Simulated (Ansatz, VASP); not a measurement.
Sc in VASP and in Ansatz

```
Sc
1.0
     3.20953    0.00000    0.00000
    -1.60477    2.77954    0.00000
     0.00000    0.00000    5.42604
Sc
2
Cartesian
  0.0000 1.8530 1.3565
  1.6048 0.9265 4.0695
```

Change from the starting cell: strain -0.030 along x and y, +0.030 along z, atoms carried along.

Alike in both runs: task single point; functional PBEsol; k mesh 18 × 18 × 10; occupations gaussian, width 0.15 eV; no spin polarisation.

|  | VASP | Ansatz |
| --- | --- | --- |
| version | VASP 6.6.1 | Ansatz 0.2.0 |
| potentials or method | VASP PAW PBE potentials, release 64 (Sc_sv), cutoff 520 eV | scalar-relativistic, plane waves, PAW |
| valence electrons in the cell | 22 | 22 |

```tsv
	VASP	Ansatz	Ansatz less VASP
gap on the k mesh at the Fermi level (eV)	none	none	-
pressure (GPa)	-0.9	-0.9	-0.01
traceless stress, the component that is largest in VASP (GPa)	-3.84	-3.84	+0.002
```

VASP's potentials were made for PBE, not for PBEsol. A gap of «none» marks a metal or a gap that the smearing closes. With one functional, cell and mesh, what is left measures potentials, basis and numerics.
